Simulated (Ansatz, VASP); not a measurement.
**In in VASP and in Ansatz**

```xyz
1
Lattice="-1.6445 1.6445 2.4668 1.6445 -1.6445 2.4668 1.6445 1.6445 -2.4668" Properties=species:S:1:pos:R:3 pbc="T T T"
In    0.0000    0.0000    0.0000
```

Alike in both runs: task single point; functional PBEsol; k mesh 20 × 20 × 20; occupations gaussian, width 0.15 eV; no spin polarisation.

```csv
,VASP,Ansatz
version,VASP 6.6.1,Ansatz 0.2.0
potentials or method,"VASP PAW PBE potentials, release 64 (In_d), cutoff 520 eV","scalar-relativistic, plane waves, PAW"
valence electrons in the cell,13,13
```

```csv
,VASP,Ansatz,Ansatz less VASP
gap on the k mesh at the Fermi level (eV),none,none,-
pressure (GPa),-1.7,-1.7,+0.01
```

VASP's potentials were made for PBE, not for PBEsol. A gap of «none» marks a metal or a gap that the smearing closes. With one functional, cell and mesh, what is left measures potentials, basis and numerics.
